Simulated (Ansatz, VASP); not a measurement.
GaSb3: VASP beside Ansatz

```
Ga Sb
1.0
     0.00000    3.78286    3.58615
     3.78286    0.00000    3.58615
     3.78286    3.78286    0.00000
Ga Sb
1 3
Cartesian
  0.0000 0.0000 0.0000
  1.8914 1.8914 1.7931
  5.6743 5.6743 5.3792
  3.7829 3.7829 3.5862
```

Alike in both runs: task single point; functional LDA; k mesh 10 × 10 × 10; occupations gaussian, width 0.15 eV; no spin polarisation.

|  | VASP | Ansatz |
| --- | --- | --- |
| version | VASP 6.6.1 | Ansatz 0.2.0 |
| potentials or method | VASP PAW LDA potentials, release 64 (Ga_d, Sb), cutoff 520 eV | scalar-relativistic, plane waves, PAW |
| valence electrons in the cell | 28 | 58 |

Ansatz gave:

```
gap on the k mesh at the Fermi level (eV)                     : none
pressure (GPa)                                                : -4.1
traceless stress, the component that is largest in VASP (GPa) : 0.43
```

**Question.** Which values does VASP return?

**Answer.** gap on the k mesh at the Fermi level (eV): none; pressure (GPa): -4.1; traceless stress, the component that is largest in VASP (GPa): 0.45.

Ansatz warns that its potentials were made for another functional, while VASP's fit it. LDA's correlation is that of Perdew and Zunger in VASP and of Perdew and Wang (1992) in Ansatz. A gap of «none» marks a metal or a gap that the smearing closes. VASP's potentials hold 28 valence electrons a cell and Ansatz's 58, so a difference there can come from the potentials and not from the codes.

Spin-orbit coupling is off throughout.
